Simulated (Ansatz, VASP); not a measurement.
**Ag in VASP and in Ansatz**

The input INCAR:

```
SYSTEM = Ag
PREC = Accurate ; ENCUT = 520
EDIFF = 1E-6 ; ISMEAR = 0
SIGMA = 0.2 ; LREAL = .False.
LASPH = .True. ; NELM = 100
ALGO = Fast ; ISIF = 2
LWAVE = .False. ; LCHARG = .True.
GGA = PE ; LELF = .True.
LVHAR = .True. ; NBANDS = 66
```

Contents of KPOINTS:

```
regular mesh
0
Gamma
  8 4 2
  0 0 0
```

Contents of POSCAR:

```
Ag
1.0
    1.4733017042     -2.5518334066      0.0000000000
   -4.4199051126     -2.5518334066      0.0000000000
    0.0000000000      0.0000000000    -11.8728822093
Ag
10
Direct
    1.0000000000      0.6666666667      0.1996005259
    0.5000000000      0.1666666667      0.1996005259
    1.0000000000      1.0000000000      1.0000000000
    0.5000000000      0.5000000000      0.0000000000
    0.5000000000      0.8333333333      0.8003994741
    1.0000000000      0.3333333333      0.8003994741
    1.0000000000      0.6666666667      0.6002568764
    0.5000000000      0.1666666667      0.6002568764
    0.5000000000      0.8333333333      0.3997431236
    1.0000000000      0.3333333333      0.3997431236
```

Input for Ansatz:

```yaml
crystal:
  lattice:
    - [1.4733017042, -2.5518334066, 0.0]
    - [-4.4199051126, -2.5518334066, 0.0]
    - [0.0, 0.0, -11.8728822093]
  atoms:
    - { symbol: Ag, position: [1.0, 0.6666666667, 0.1996005259] }
    - { symbol: Ag, position: [0.5, 0.1666666667, 0.1996005259] }
    - { symbol: Ag, position: [1.0, 1.0, 1.0] }
    - { symbol: Ag, position: [0.5, 0.5, 0.0] }
    - { symbol: Ag, position: [0.5, 0.8333333333, 0.8003994741] }
    - { symbol: Ag, position: [1.0, 0.3333333333, 0.8003994741] }
    - { symbol: Ag, position: [1.0, 0.6666666667, 0.6002568764] }
    - { symbol: Ag, position: [0.5, 0.1666666667, 0.6002568764] }
    - { symbol: Ag, position: [0.5, 0.8333333333, 0.3997431236] }
    - { symbol: Ag, position: [1.0, 0.3333333333, 0.3997431236] }
basis:
  ecutwfc: 420
kpoints:
  mp_grid: { grid: [8, 4, 2] }
hamiltonian:
  xc: pbe
scf:
  occupations: { method: gaussian, width: 0.2 }
  lower_state_search: "off"
output:
  forces: true
  stress: true
  eigenvalues: true
```

Alike in both runs: task single point; functional PBE; k mesh 8 × 4 × 2; occupations gaussian, width 0.2 eV; no spin polarisation.

|  | VASP | Ansatz |
| --- | --- | --- |
| version | VASP 6.6.1 | Ansatz 0.2.0 |
| potentials or method | VASP PAW PBE potentials, release 64 (Ag), cutoff 520 eV | scalar-relativistic, plane waves, PAW |
| valence electrons in the cell | 110 | 190 |

Ansatz gave:

* gap on the k mesh at the Fermi level (eV): none
* pressure (GPa): 0.1
* traceless stress, the component that is largest in VASP (GPa): 0.98
* rms of the force components (eV/Å): 0.005

Problem. Which values does VASP return?

Solution. gap on the k mesh at the Fermi level (eV): none; pressure (GPa): 0.0; traceless stress, the component that is largest in VASP (GPa): 0.98; rms of the force components (eV/Å): 0.004.

Atom by atom the forces differ by 0.000 eV/Å (rms over components). A gap of «none» marks a metal or a gap that the smearing closes. The functional is the same, so the differences come from potentials, cutoffs and numerics. VASP's potentials hold 110 valence electrons a cell and Ansatz's 190, so a difference there can come from the potentials and not from the codes.
